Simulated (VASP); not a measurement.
# Pd (Fm-3m) in VASP: further runs

Runs on Pd. Level: RPBE. Tasks: single point, relaxation of cell and atoms.

Program: VASP 6.6.1. These are calculated values, not measurements. Logs are shortened: lines on timing, memory, paths and dates and some standing lists are left out, and cuts for length are marked.

### Step 1. The cell of the first run

Symmetry: Fm-3m, No. 225, cubic system. Conventional cell: a = 3.979 Å, b = 3.979 Å, c = 3.979 Å, α = 90.00°, β = 90.00°, γ = 90.00°. Pd (site symmetry m-3m) has 12 Pd at 2.81 Å within 3.7 Å.

### Step 2. Single point, RPBE

INCAR reads:

```
SYSTEM = Pd
PREC = Accurate ; ENCUT = 520
EDIFF = 1E-6 ; ISMEAR = 0
SIGMA = 0.1 ; LREAL = .False.
LASPH = .True. ; NELM = 80
ALGO = Normal ; ISIF = 2
LWAVE = .False. ; LCHARG = .True.
GGA = RP ; LELF = .True.
LVHAR = .True. ; NBANDS = 11
```

KPOINTS reads:

```
regular mesh
0
Gamma
  18 18 18
  0 0 0
```

POSCAR reads:

```
Pd
1.0
    0.0000000000      1.9897374078      1.9897374078
    1.9897374078      0.0000000000      1.9897374078
    1.9897374078      1.9897374078      0.0000000000
Pd
1
Direct
    0.0000000000      0.0000000000      0.0000000000
```

Potentials or basis: VASP PAW PBE potentials, release 64 (Pd).

The run is started by

```
> cat potpaw_PBE.64/Pd/POTCAR > POTCAR
> mpirun -np 1 vasp_std > vasp.out
```

OUTCAR:

```text
SYSTEM = Pd
   PREC = Accurate
   ENCUT = 520
   EDIFF = 1E-6
   ISMEAR = 0
   LREAL = .False.
   LASPH = .True.
   NELM = 80
   ISIF = 2
   GGA = RP

 ion  position               nearest neighbor table
   1  0.000  0.000  0.000-

  LATTYP: Found a face centered cubic cell.
 ALAT       =     3.9794748156

  Lattice vectors:

 A1 = (   0.0000000000,   1.9897374078,   1.9897374078)
 A2 = (   1.9897374078,   0.0000000000,   1.9897374078)
 A3 = (   1.9897374078,   1.9897374078,   0.0000000000)

Analysis of symmetry for initial positions (statically):
=====================================================================
 Subroutine PRICEL returns:
 Original cell was already a primitive cell.

 Routine SETGRP: Setting up the symmetry group for a
 face centered cubic supercell.

 Subroutine GETGRP returns: Found 48 space group operations
 (whereof 48 operations were pure point group operations)
 out of a pool of 48 trial point group operations.

The static configuration has the point symmetry O_h .

Analysis of symmetry for dynamics (positions and initial velocities):
=====================================================================
 Subroutine PRICEL returns:
 Original cell was already a primitive cell.

 Routine SETGRP: Setting up the symmetry group for a
 face centered cubic supercell.

 Subroutine GETGRP returns: Found 48 space group operations
 (whereof 48 operations were pure point group operations)
 out of a pool of 48 trial point group operations.

The dynamic configuration has the point symmetry O_h .

 Subroutine INISYM returns: Found 48 space group operations
 (whereof 48 operations are pure point group operations),
 and found     1 'primitive' translations

----------------------------------------------------------------------------------------

                                     Primitive cell

  volume of cell :      15.7550

  direct lattice vectors                    reciprocal lattice vectors
     0.000000000  1.989737408  1.989737408    -0.251289441  0.251289441  0.251289441
     1.989737408  0.000000000  1.989737408     0.251289441 -0.251289441  0.251289441
     1.989737408  1.989737408  0.000000000     0.251289441  0.251289441 -0.251289441

  length of vectors
     2.813913628  2.813913628  2.813913628     0.435246078  0.435246078  0.435246078

  position of ions in fractional coordinates (direct lattice)
     0.000000000  0.000000000  0.000000000

  ion indices of the primitive-cell ions
   primitive index   ion index
                 1           1

----------------------------------------------------------------------------------------

 KPOINTS: regular mesh

Automatic generation of k-mesh.
 Grid dimensions read from file:
 generate k-points for:   18   18   18

 Generating k-lattice:

  Cartesian coordinates                     Fractional coordinates (reciprocal lattice)
    -0.013960524  0.013960524  0.013960524     0.055555556  0.000000000  0.000000000
     0.013960524 -0.013960524  0.013960524     0.000000000  0.055555556  0.000000000
     0.013960524  0.013960524 -0.013960524     0.000000000  0.000000000  0.055555556

  Length of vectors
     0.024180338  0.024180338  0.024180338

  Shift w.r.t. Gamma in fractional coordinates (k-lattice)
     0.000000000  0.000000000  0.000000000

 Subroutine IBZKPT returns following result:
 ===========================================

 Found    195 irreducible k-points:

 Following reciprocal coordinates:
            Coordinates               Weight
  0.000000  0.000000  0.000000      1.000000
  0.055556  0.000000  0.000000      8.000000
  0.111111  0.000000  0.000000      8.000000
  0.166667  0.000000  0.000000      8.000000
  0.222222  0.000000  0.000000      8.000000
  0.277778  0.000000  0.000000      8.000000
[... 16 lines left out ...]
 -0.277778  0.055556  0.000000     24.000000
 -0.222222  0.055556  0.000000     24.000000
 [... further k-points ...]
   k-points           NKPTS =    195   k-points in BZ     NKDIM =    195   number of bands    NBANDS=     11
   number of dos      NEDOS =    301   number of ions     NIONS =      1
   total plane-waves  NPLWV =  13824
   dimension x,y,z NGX =    24 NGY =   24 NGZ =   24
   dimension x,y,z NGXF=    48 NGYF=   48 NGZF=   48
   ions per type =               1
   NGX,Y,Z   is equivalent  to a cutoff of  14.18, 14.18, 14.18 a.u.
   NGXF,Y,Z  is equivalent  to a cutoff of  28.36, 28.36, 28.36 a.u.
 SYSTEM =  Pd
   PREC   = accura    normal or accurate (medium, high low for compatibility)
   ISTART =      0    job   : 0-new  1-cont  2-samecut
   ICHARG =      2    charge: 1-file 2-atom 10-const
   ISPIN  =      1    spin polarized calculation?
   LNONCOLLINEAR =      F non collinear calculations
   LSORBIT =      F    spin-orbit coupling
   LASPH  =      T    aspherical Exc in radial PAW
   ENCUT  =  520.0 eV  38.22 Ry    6.18 a.u.   5.23  5.23  5.23*2*pi/ulx,y,z
   NELM   =     80;   NELMIN=  2; NELMDL= -5     # of ELM steps
   EDIFF  = 0.1E-05   stopping-criterion for ELM
   LREAL  =      F    real-space projection
   EDIFFG = 0.1E-04   stopping-criterion for IOM
   NSW    =      0    number of steps for IOM
   IBRION =     -1    ionic relax: 0-MD 1-quasi-New 2-CG
   NFREE  =      0    steps in history (QN), initial steepest desc. (CG)
   ISIF   =      2    stress and relaxation
   ISYM   =      2    0-nonsym 1-usesym 2-fastsym
   POTIM  = 0.5000    time-step for ionic-motion
   TEBEG  =    0.0;   TEEND  =   0.0 temperature during run
   PSTRESS=    0.0 pullay stress
   NELECT =      10.0000    total number of electrons
   NUPDOWN=      -1.0000    fix difference up-down
   EMIN   =  10.00;   EMAX   =-10.00  energy-range for DOS
   EFERMI =   0.00;   METHOD = LEGACY
   ISMEAR =     0;   SIGMA  =   0.10  broadening in eV -4-tet -1-fermi 0-gaus
   EFERMI_NEDOS =   21; number of points for ismear=-14 and -15
   IALGO  =     38    algorithm
   IMIX   =      4    mixing-type and parameters
     AMIX     =   0.40;   BMIX     =  1.00
     AMIX_MAG =   1.60;   BMIX_MAG =  1.00
  volume/ion in A,a.u.               =      15.75       106.32
  Fermi-wavevector in a.u.,A,eV,Ry     =   1.406919  2.658691 26.931655  1.979421
  Thomas-Fermi vector in A             =   2.529231
   LORBIT       =      0    0 simple, 1 ext, 2 COOP (PROOUT), +10 PAW based schemes
   GGA     = RP    functional components
   LHFCALC =     F    Hartree Fock is set to
   AEXX    =    0.0000 exact exchange contribution
   IVDW    =     0    specifies the selected vdW correction
   LEPSILON=     F    determine dielectric tensor
   LRPA    =     F    only Hartree local field effects (RPA)
 non-spin polarized calculation
 Gauss-broadening in eV      SIGMA  =   0.10
  energy-cutoff  :      520.00
  volume of cell :       15.75
 maximum number of plane-waves:       444
 NGX is ok and might be reduce to    24
   NGX = 11   NGY = 11   NGZ = 11

 number of electron      10.0000001 magnetization

 Free energy of the ion-electron system (eV)
  ---------------------------------------------------
  ext. energy  EPLUGINS =         0.00000000
  ---------------------------------------------------
  free energy    TOTEN  =        -4.63568729 eV

  energy without entropy =       -4.62306503  energy(sigma->0) =       -4.62937616

 E-fermi :   8.8095     XC(G=0): -12.6656

 val. band max:        8.8078291782   @ k =  -0.4444   0.3889   0.1111
 cond. band min:       8.8143101420   @ k =  -0.4444   0.3333   0.0000
 fundamental gap:      0.0064809639
 Fermi energy:         8.8094946590

 k-point     1 :       0.0000    0.0000    0.0000
  band No.  band energies     occupation
      1       2.2236      2.00000
      2       6.2718      2.00000
      3       6.2718      2.00000
      4       6.2718      2.00000
      5       7.7082      2.00000
      6       7.7082      2.00000
      7      25.9559      0.00000
      8      30.3915      0.00000
      9      30.3915      0.00000
     10      30.3915      0.00000
     11      35.1500      0.00000

 k-point     2 :       0.0556    0.0000    0.0000
  band No.  band energies     occupation
      1       2.3297      2.00000
      2       6.2363      2.00000
      3       6.3072      2.00000
      4       6.3072      2.00000
      5       7.6917      2.00000
      6       7.6917      2.00000
      7      26.0535      0.00000
      8      29.6265      0.00000
      9      30.4998      0.00000
     10      30.4998      0.00000
     11      35.4264      0.00000

 k-point     3 :       0.1111    0.0000    0.0000
  band No.  band energies     occupation
      1       2.6370      2.00000
      2       6.1481      2.00000
      3       6.3997      2.00000
      4       6.3997      2.00000
      5       7.6575      2.00000
      6       7.6575      2.00000
      7      26.2312      0.00000
      8      28.1151      0.00000
      9      30.8029      0.00000
     10      30.8029      0.00000
     11      35.3860      0.00000

 k-point     4 :       0.1667    0.0000    0.0000
  band No.  band energies     occupation
      1       3.1034      2.00000
      2       6.0668      2.00000
      3       6.5032      2.00000
      4       6.5032      2.00000
      5       7.6545      2.00000
      6       7.6545      2.00000
      7      25.6255      0.00000
      8      27.1419      0.00000
      9      31.2259      0.00000
     10      31.2259      0.00000
     11      34.3359      0.00000
[... 239 lines left out ...]
 k-point    22 :      -0.3333    0.0556    0.0000
  band No.  band energies     occupation
      1       4.1964      2.00000
      2       6.3504      2.00000
      3       6.4243      2.00000
      4       7.3551      2.00000
      5       8.1845      2.00000
      6       8.8703      0.38946
      7      19.1665      0.00000
      8      25.9727      0.00000
      9      29.2302      0.00000
     10      31.2550      0.00000
     11      34.2303      0.00000

 k-point    23 :      -0.2778    0.0556    0.0000
  band No.  band energies     occupation
      1       4.1438      2.00000
      2       6.4100      2.00000
      3       6.5247      2.00000
      4       6.6331      2.00000
      5       7.8676      2.00000
      6       8.4154      2.00000
      7      21.1801      0.00000
      8      26.4291      0.00000
      9      29.8069      0.00000
     10      32.5909      0.00000
     11      33.3592      0.00000

 k-point    24 :      -0.2222    0.0556    0.0000
  band No.  band energies     occupation
      1       3.8593      2.00000
      2       6.0837      2.00000
      3       6.5670      2.00000
      4       6.5955      2.00000
      5       7.6095      2.00000
      6       8.0797      2.00000
      7      23.2241      0.00000
      8      26.8109      0.00000
      9      30.2835      0.00000
     10      32.7987      0.00000
     11      33.0425      0.00000

 [... further k-points ...]
[... 5 lines left out ...]
  --------------------------------------------------------------------------------------
  -------------------------------------------------------------------------------------
  Total       -0.0220235     -0.0220235     -0.0220235     -0.0000000      0.0000000     -0.0000000
  in kB       -2.2396506     -2.2396506     -2.2396506     -0.0000000      0.0000000     -0.0000000
  external PRESSURE =      -2.2396506 kB  Pullay stress =       0.0000000 kB

 VOLUME and BASIS-vectors are now :
 -----------------------------------------------------------------------------
  energy-cutoff  :      520.00
  volume of cell :       15.75
      direct lattice vectors                 reciprocal lattice vectors
     0.000000000  1.989737408  1.989737408    -0.251289441  0.251289441  0.251289441
     1.989737408  0.000000000  1.989737408     0.251289441 -0.251289441  0.251289441
     1.989737408  1.989737408  0.000000000     0.251289441  0.251289441 -0.251289441

 POSITION                                       TOTAL-FORCE (eV/Angst)
 -----------------------------------------------------------------------------------
      0.00000      0.00000      0.00000         0.000000      0.000000     -0.000000
 -----------------------------------------------------------------------------------
    total drift:                               -0.000000     -0.000000     -0.000000

  FREE ENERGIE OF THE ION-ELECTRON SYSTEM (eV)
  ---------------------------------------------------
  free  energy   TOTEN  =        -4.6356872925 eV

  energy  without entropy=       -4.6230650341  energy(sigma->0) =       -4.62937616
```

It took 10 s on 1 thread of Intel Xeon 6975P-C (Granite Rapids), shared host; peak memory 0.16 GiB.

What came out:

* Free energy: -4.6357 eV
* Pressure: -0.2 GPa
* Band gap on the k mesh: zero (band 5 reaches 9.07 eV, above the bottom of band 6 at 7.65 eV)

Caveat: the PAW data sets were made with another functional, which shifts forces and pressure a little.

### Step 3. Relaxation of cell and atoms, RPBE

This run uses another cell than the first one, of 15.83 Å³/atom, 1.005 times its volume.

INCAR reads:

```
SYSTEM = Pd
PREC     = Accurate       ! precision mode
ENCUT    = 600            ! plane-wave cutoff, eV
EDIFF    = 1E-6           ! SCF threshold, eV
ISMEAR   = 0              ! smearing method
SIGMA    = 0.1            ! smearing width, eV
LREAL    = .False.        ! projectors in reciprocal space
LASPH    = .True.         ! aspherical terms in the spheres
NELM     = 60             ! most SCF steps
ALGO     = Normal         ! electronic algorithm
ISIF     = 3              ! what is computed and relaxed
LWAVE    = .False.        ! write WAVECAR
LCHARG   = .False.        ! write CHGCAR
GGA      = RP             ! functional
IBRION   = 2              ! ionic algorithm
NSW      = 100            ! ionic steps
EDIFFG   = -0.005         ! ionic threshold
```

KPOINTS is that of step 2.

POSCAR reads:

```
Pd
1.0
    0.0000000000      1.9928131037      1.9928131037
    1.9928131037      0.0000000000      1.9928131037
    1.9928131037      1.9928131037      0.0000000000
Pd
1
Direct
    0.0000000000      0.0000000000      0.0000000000
```

Potentials or basis: VASP PAW PBE potentials, release 64 (Pd).

The run is started by

```
> cat potpaw_PBE.64/Pd/POTCAR > POTCAR
> mpirun -np 1 vasp_std > vasp.out
```

It took 16 s on 1 thread of Intel Xeon 6975P-C (Granite Rapids), shared host; peak memory 0.17 GiB.

Results (log left out):

- Free energy: -4.6360 eV
- Relaxed volume: 15.72 Å³/atom
- Relaxed cell: a = 2.812 Å, b = 2.812 Å, c = 2.812 Å, α = 60.00°, β = 60.00°, γ = 60.00°
- Space group after relaxing (to 0.05 Å): Fm-3m (No. 225)
- Energy gained by relaxing: 0.3 meV/atom
- Ionic steps: 3
- Pressure after relaxing: 0.0 GPa
- Band gap on the k mesh: zero (band 5 reaches 9.10 eV, above the bottom of band 6 at 7.68 eV)

The path:
```csv
step,energy change (eV),largest force (eV/Å),pressure (GPa),volume (Å³)
1,0.0000,0.0000,-0.95,15.83
2,0.0001,0.0000,1.06,15.61
3,-0.0003,0.0000,0.00,15.72
```

Final structure:
```
Pd
1.0
     0.00000    1.98847    1.98847
     1.98847    0.00000    1.98847
     1.98847    1.98847    0.00000
Pd
1
Direct
  0.00000 0.00000 0.00000
```

Levels at points of the mesh, in eV from the Fermi level:
```csv
k point,band 3,band 4,band 5,band 6,band 7,band 8
"(0.00, 0.00, 0.00)",-2.55,-2.55,-1.10,-1.10,17.15,21.59
"(0.50, 0.00, 0.00)",-2.59,-0.03,-0.03,1.20,6.88,16.49
"(0.50, 0.50, 0.00)",-0.05,0.26,0.26,3.41,10.17,12.92
```

Caveat: the PAW data sets were made with another functional, which shifts forces and pressure a little.
